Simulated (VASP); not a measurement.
# Cd (Fm-3m) in VASP: single point with LDA

Aim: the single point of Cd with LDA.

Program: VASP 6.6.1. These are calculated values, not measurements. Logs are shortened: lines on timing, memory, paths and dates and some standing lists are left out, and cuts for length are marked.

## Step 1: The cell of the first run

Symmetry: Fm-3m, No. 225, cubic system. Conventional cell: a = 4.184 Å, b = 4.184 Å, c = 4.184 Å, α = 90.00°, β = 90.00°, γ = 90.00°. Cd (site symmetry m-3m) has 12 Cd at 2.96 Å within 3.9 Å.

This isn't the form of Cd at room conditions, which is hcp.

## Step 2: Single point, LDA (18.31 Å³/atom)

Input file INCAR:

```
SYSTEM = Cd
  PREC = Accurate
  ENCUT = 630
  EDIFF = 1E-6
  ISMEAR = -1
  SIGMA = 0.08
  LREAL = .False.
  LASPH = .True.
  NELM = 120
  ALGO = Normal
  ISIF = 2
  LWAVE = .False.
  LCHARG = .False.
  GGA = CA
  NBANDS = 16
  GGA_COMPAT = .False.
```

Input file KPOINTS:

```
regular mesh
0
Gamma
  16 16 16
  0 0 0
```

Input file POSCAR:

```
Cd
1.0
    0.0000000000      2.0918989404      2.0918989404
    2.0918989404      0.0000000000      2.0918989404
    2.0918989404      2.0918989404      0.0000000000
Cd
1
Direct
    0.0000000000      0.0000000000      0.0000000000
```

Potentials or basis: VASP PAW LDA potentials, release 64 (Cd_sv_GW).

On the command line:

```console
> cat potpaw_LDA.64/Cd_sv_GW/POTCAR > POTCAR
> mpirun -np 1 vasp_std > vasp.out
```

OUTCAR:

```text
SYSTEM = Cd
   PREC = Accurate
   ENCUT = 630
   EDIFF = 1E-6
   ISMEAR = -1
   LREAL = .False.
   LASPH = .True.
   NELM = 120
   ISIF = 2
   GGA = CA

 ion  position               nearest neighbor table
   1  0.000  0.000  0.000-

  LATTYP: Found a face centered cubic cell.
 ALAT       =     4.1837978808

  Lattice vectors:

 A1 = (   0.0000000000,   2.0918989404,   2.0918989404)
 A2 = (   2.0918989404,   0.0000000000,   2.0918989404)
 A3 = (   2.0918989404,   2.0918989404,   0.0000000000)

Analysis of symmetry for initial positions (statically):
=====================================================================
 Subroutine PRICEL returns:
 Original cell was already a primitive cell.

 Routine SETGRP: Setting up the symmetry group for a
 face centered cubic supercell.

 Subroutine GETGRP returns: Found 48 space group operations
 (whereof 48 operations were pure point group operations)
 out of a pool of 48 trial point group operations.

The static configuration has the point symmetry O_h .

Analysis of symmetry for dynamics (positions and initial velocities):
=====================================================================
 Subroutine PRICEL returns:
 Original cell was already a primitive cell.

 Routine SETGRP: Setting up the symmetry group for a
 face centered cubic supercell.

 Subroutine GETGRP returns: Found 48 space group operations
 (whereof 48 operations were pure point group operations)
 out of a pool of 48 trial point group operations.

The dynamic configuration has the point symmetry O_h .

 Subroutine INISYM returns: Found 48 space group operations
 (whereof 48 operations are pure point group operations),
 and found     1 'primitive' translations

----------------------------------------------------------------------------------------

                                     Primitive cell

  volume of cell :      18.3085

  direct lattice vectors                    reciprocal lattice vectors
     0.000000000  2.091898940  2.091898940    -0.239017283  0.239017283  0.239017283
     2.091898940  0.000000000  2.091898940     0.239017283 -0.239017283  0.239017283
     2.091898940  2.091898940  0.000000000     0.239017283  0.239017283 -0.239017283

  length of vectors
     2.958391853  2.958391853  2.958391853     0.413990077  0.413990077  0.413990077

  position of ions in fractional coordinates (direct lattice)
     0.000000000  0.000000000  0.000000000

  ion indices of the primitive-cell ions
   primitive index   ion index
                 1           1

----------------------------------------------------------------------------------------

 KPOINTS: regular mesh

Automatic generation of k-mesh.
 Grid dimensions read from file:
 generate k-points for:   16   16   16

 Generating k-lattice:

  Cartesian coordinates                     Fractional coordinates (reciprocal lattice)
    -0.014938580  0.014938580  0.014938580     0.062500000  0.000000000  0.000000000
     0.014938580 -0.014938580  0.014938580     0.000000000  0.062500000  0.000000000
     0.014938580  0.014938580 -0.014938580     0.000000000  0.000000000  0.062500000

  Length of vectors
     0.025874380  0.025874380  0.025874380

  Shift w.r.t. Gamma in fractional coordinates (k-lattice)
     0.000000000  0.000000000  0.000000000

 Subroutine IBZKPT returns following result:
 ===========================================

 Found    145 irreducible k-points:

 Following reciprocal coordinates:
            Coordinates               Weight
  0.000000  0.000000  0.000000      1.000000
  0.062500  0.000000  0.000000      8.000000
  0.125000  0.000000  0.000000      8.000000
  0.187500  0.000000  0.000000      8.000000
  0.250000  0.000000  0.000000      8.000000
  0.312500  0.000000  0.000000      8.000000
[... 16 lines left out ...]
 -0.125000  0.062500  0.000000     24.000000
 -0.062500  0.062500  0.000000     12.000000
 [... further k-points ...]
   k-points           NKPTS =    145   k-points in BZ     NKDIM =    145   number of bands    NBANDS=     16
   number of dos      NEDOS =    301   number of ions     NIONS =      1
   total plane-waves  NPLWV =  13824
   dimension x,y,z NGX =    24 NGY =   24 NGZ =   24
   dimension x,y,z NGXF=    48 NGYF=   48 NGZF=   48
   ions per type =               1
   NGX,Y,Z   is equivalent  to a cutoff of  13.49, 13.49, 13.49 a.u.
   NGXF,Y,Z  is equivalent  to a cutoff of  26.97, 26.97, 26.97 a.u.
 SYSTEM =  Cd
   PREC   = accura    normal or accurate (medium, high low for compatibility)
   ISTART =      0    job   : 0-new  1-cont  2-samecut
   ICHARG =      2    charge: 1-file 2-atom 10-const
   ISPIN  =      1    spin polarized calculation?
   LNONCOLLINEAR =      F non collinear calculations
   LSORBIT =      F    spin-orbit coupling
   LASPH  =      T    aspherical Exc in radial PAW
   ENCUT  =  630.0 eV  46.30 Ry    6.80 a.u.   6.05  6.05  6.05*2*pi/ulx,y,z
   NELM   =    120;   NELMIN=  2; NELMDL= -5     # of ELM steps
   EDIFF  = 0.1E-05   stopping-criterion for ELM
   LREAL  =      F    real-space projection
   EDIFFG = 0.1E-04   stopping-criterion for IOM
   NSW    =      0    number of steps for IOM
   IBRION =     -1    ionic relax: 0-MD 1-quasi-New 2-CG
   NFREE  =      0    steps in history (QN), initial steepest desc. (CG)
   ISIF   =      2    stress and relaxation
   ISYM   =      2    0-nonsym 1-usesym 2-fastsym
   POTIM  = 0.5000    time-step for ionic-motion
   TEBEG  =    0.0;   TEEND  =   0.0 temperature during run
   PSTRESS=    0.0 pullay stress
   NELECT =      20.0000    total number of electrons
   NUPDOWN=      -1.0000    fix difference up-down
   EMIN   =  10.00;   EMAX   =-10.00  energy-range for DOS
   EFERMI =   0.00;   METHOD = LEGACY
   ISMEAR =    -1;   SIGMA  =   0.08  broadening in eV -4-tet -1-fermi 0-gaus
   EFERMI_NEDOS =   21; number of points for ismear=-14 and -15
   IALGO  =     38    algorithm
   IMIX   =      4    mixing-type and parameters
     AMIX     =   0.40;   BMIX     =  1.00
     AMIX_MAG =   1.60;   BMIX_MAG =  1.00
  volume/ion in A,a.u.               =      18.31       123.55
  Fermi-wavevector in a.u.,A,eV,Ry     =   1.686038  3.186151 38.677629  2.842726
  Thomas-Fermi vector in A             =   2.768775
   LORBIT       =      0    0 simple, 1 ext, 2 COOP (PROOUT), +10 PAW based schemes
   GGA     = CA    functional components
   LHFCALC =     F    Hartree Fock is set to
   AEXX    =    0.0000 exact exchange contribution
   IVDW    =     0    specifies the selected vdW correction
   LEPSILON=     F    determine dielectric tensor
   LRPA    =     F    only Hartree local field effects (RPA)
 non-spin polarized calculation
  energy-cutoff  :      630.00
  volume of cell :       18.31
 maximum number of plane-waves:       684
   NGX = 13   NGY = 13   NGZ = 13

 number of electron      19.9999989 magnetization

 Free energy of the ion-electron system (eV)
  ---------------------------------------------------
  ext. energy  EPLUGINS =         0.00000000
  ---------------------------------------------------
  free energy    TOTEN  =        -1.47655612 eV

  energy without entropy =       -1.46821325  energy(sigma->0) =       -1.47238469

 E-fermi :   8.1265     XC(G=0): -12.6428

 val. band max:        8.0493831227   @ k =  -0.3750   0.3125   0.0625
 cond. band min:       8.1299952184   @ k =  -0.3750   0.2500   0.0625
 fundamental gap:      0.0806120957
 Fermi energy:         8.1265117877

 k-point     1 :       0.0000    0.0000    0.0000
  band No.  band energies     occupation
      1     -94.6608      2.00000
      2     -55.9909      2.00000
      3     -55.9909      2.00000
      4     -55.9909      2.00000
      5      -2.1641      2.00000
      6      -1.5715      2.00000
[... 8 lines left out ...]
     15      28.5505      0.00000
     16      28.5505      0.00000

 k-point     2 :       0.0625    0.0000    0.0000
  band No.  band energies     occupation
      1     -94.6606      2.00000
      2     -55.9938      2.00000
      3     -55.9914      2.00000
      4     -55.9914      2.00000
      5      -2.0547      2.00000
      6      -1.5805      2.00000
[... 8 lines left out ...]
     15      28.4679      0.00000
     16      28.6015      0.00000

 k-point     3 :       0.1250    0.0000    0.0000
  band No.  band energies     occupation
      1     -94.6598      2.00000
      2     -56.0024      2.00000
      3     -55.9927      2.00000
      4     -55.9927      2.00000
      5      -1.8637      2.00000
      6      -1.4896      2.00000
[... 8 lines left out ...]
     15      27.7663      0.00000
     16      28.5770      0.00000

 k-point     4 :       0.1875    0.0000    0.0000
  band No.  band energies     occupation
      1     -94.6586      2.00000
      2     -56.0149      2.00000
      3     -55.9947      2.00000
      4     -55.9947      2.00000
      5      -1.9094      2.00000
      6      -1.4356      2.00000
[... 8 lines left out ...]
     15      27.2945      0.00000
     16      28.1336      0.00000

 k-point     5 :       0.2500    0.0000    0.0000
  band No.  band energies     occupation
      1     -94.6572      2.00000
      2     -56.0297      2.00000
      3     -55.9971      2.00000
      4     -55.9971      2.00000
      5      -2.0381      2.00000
      6      -1.4300      2.00000
[... 8 lines left out ...]
     15      27.3419      0.00000
     16      27.4694      0.00000

 k-point     6 :       0.3125    0.0000    0.0000
  band No.  band energies     occupation
      1     -94.6559      2.00000
      2     -56.0445      2.00000
      3     -55.9994      2.00000
      4     -55.9994      2.00000
      5      -2.1734      2.00000
      6      -1.4683      2.00000
[... 8 lines left out ...]
     15      26.9194      0.00000
     16      26.9195      0.00000

 k-point     7 :       0.3750    0.0000    0.0000
  band No.  band energies     occupation
      1     -94.6547      2.00000
      2     -56.0571      2.00000
      3     -56.0014      2.00000
      4     -56.0014      2.00000
      5      -2.2875      2.00000
      6      -1.5181      2.00000
[... 8 lines left out ...]
     15      26.5660      0.00000
     16      26.5660      0.00000

 k-point     8 :       0.4375    0.0000    0.0000
  band No.  band energies     occupation
      1     -94.6539      2.00000
      2     -56.0654      2.00000
      3     -56.0027      2.00000
      4     -56.0027      2.00000
      5      -2.3629      2.00000
      6      -1.5559      2.00000
[... 8 lines left out ...]
     15      26.3797      0.00000
     16      26.3797      0.00000

 k-point     9 :       0.5000    0.0000    0.0000
  band No.  band energies     occupation
      1     -94.6537      2.00000
      2     -56.0684      2.00000
      3     -56.0032      2.00000
      4     -56.0032      2.00000
      5      -2.3891      2.00000
      6      -1.5698      2.00000
[... 8 lines left out ...]
     15      26.3224      0.00000
     16      26.3224      0.00000
[... 172 lines left out ...]
 k-point    19 :      -0.3750    0.0625    0.0000
  band No.  band energies     occupation
      1     -94.6543      2.00000
      2     -56.0597      2.00000
      3     -56.0048      2.00000
      4     -56.0017      2.00000
      5      -2.2723      2.00000
      6      -1.5462      2.00000
[... 8 lines left out ...]
     15      26.4636      0.00000
     16      26.9997      0.00000

 k-point    20 :      -0.3125    0.0625    0.0000
  band No.  band energies     occupation
      1     -94.6553      2.00000
      2     -56.0487      2.00000
      3     -56.0032      2.00000
      4     -55.9995      2.00000
      5      -2.1698      2.00000
      6      -1.4956      2.00000
[... 8 lines left out ...]
     15      26.4013      0.00000
     16      26.7651      0.00000

 k-point    21 :      -0.2500    0.0625    0.0000
  band No.  band energies     occupation
      1     -94.6566      2.00000
      2     -56.0349      2.00000
      3     -56.0010      2.00000
      4     -55.9971      2.00000
      5      -2.0385      2.00000
      6      -1.4521      2.00000
[... 8 lines left out ...]
     15      26.3321      0.00000
     16      26.5162      0.00000

 k-point    22 :      -0.1875    0.0625    0.0000
  band No.  band energies     occupation
      1     -94.6580      2.00000
      2     -56.0204      2.00000
      3     -55.9984      2.00000
      4     -55.9947      2.00000
      5      -1.8988      2.00000
      6      -1.4533      2.00000
[... 8 lines left out ...]
     15      26.1213      0.00000
     16      27.1440      0.00000

 k-point    23 :      -0.1250    0.0625    0.0000
  band No.  band energies     occupation
      1     -94.6592      2.00000
      2     -56.0074      2.00000
      3     -55.9957      2.00000
      4     -55.9928      2.00000
      5      -1.7863      2.00000
      6      -1.5515      2.00000
[... 8 lines left out ...]
     15      26.6198      0.00000
     16      28.2420      0.00000

 k-point    24 :      -0.0625    0.0625    0.0000
  band No.  band energies     occupation
      1     -94.6601      2.00000
      2     -55.9981      2.00000
      3     -55.9932      2.00000
      4     -55.9916      2.00000
      5      -1.8925      2.00000
      6      -1.6166      2.00000
[... 8 lines left out ...]
     15      27.6130      0.00000
     16      28.5587      0.00000

 [... further k-points ...]
[... 5 lines left out ...]
  --------------------------------------------------------------------------------------
  -------------------------------------------------------------------------------------
  Total        0.8578820      0.8578820      0.8578820      0.0000000     -0.0000000      0.0000000
  in kB       75.0733946     75.0733946     75.0733946      0.0000000     -0.0000000      0.0000000
  external PRESSURE =      75.0733946 kB  Pullay stress =       0.0000000 kB

 VOLUME and BASIS-vectors are now :
 -----------------------------------------------------------------------------
  energy-cutoff  :      630.00
  volume of cell :       18.31
      direct lattice vectors                 reciprocal lattice vectors
     0.000000000  2.091898940  2.091898940    -0.239017283  0.239017283  0.239017283
     2.091898940  0.000000000  2.091898940     0.239017283 -0.239017283  0.239017283
     2.091898940  2.091898940  0.000000000     0.239017283  0.239017283 -0.239017283

 POSITION                                       TOTAL-FORCE (eV/Angst)
 -----------------------------------------------------------------------------------
      0.00000      0.00000      0.00000         0.000000      0.000000      0.000000
 -----------------------------------------------------------------------------------
    total drift:                               -0.000000      0.000000      0.000000

  FREE ENERGIE OF THE ION-ELECTRON SYSTEM (eV)
  ---------------------------------------------------
  free  energy   TOTEN  =        -1.4765561232 eV

  energy  without entropy=       -1.4682132484  energy(sigma->0) =       -1.47238469
```

Wall time 28 s (1 thread of Intel Xeon 6975P-C (Granite Rapids), shared host); peak memory 0.18 GiB.

What came out:

```yaml
Free_energy: -1.4766 eV
Pressure: 7.5 GPa
Band_gap_on_the_k_mesh: zero (bands 10 and 11 overlap by 3.21 eV)
```

Levels at points of the mesh, in eV from the Fermi level:
```
           k point  band 7  band 8  band 9  band 10  band 11  band 12  band 13  band 14
(0.00, 0.00, 0.00)   -9.70   -9.70   -9.03    -9.03    13.47    16.00    16.00    16.00
(0.50, 0.00, 0.00)   -9.70   -8.49   -8.49    -3.13    -1.07    12.75    13.68    13.68
(0.50, 0.50, 0.00)   -8.52   -8.35   -8.35    -1.38     2.03     7.12     7.12    12.44
```

Caveat: the cell stands under pressure.

The gap in the log of VASP goes by the Fermi energy; the results here count the filled bands.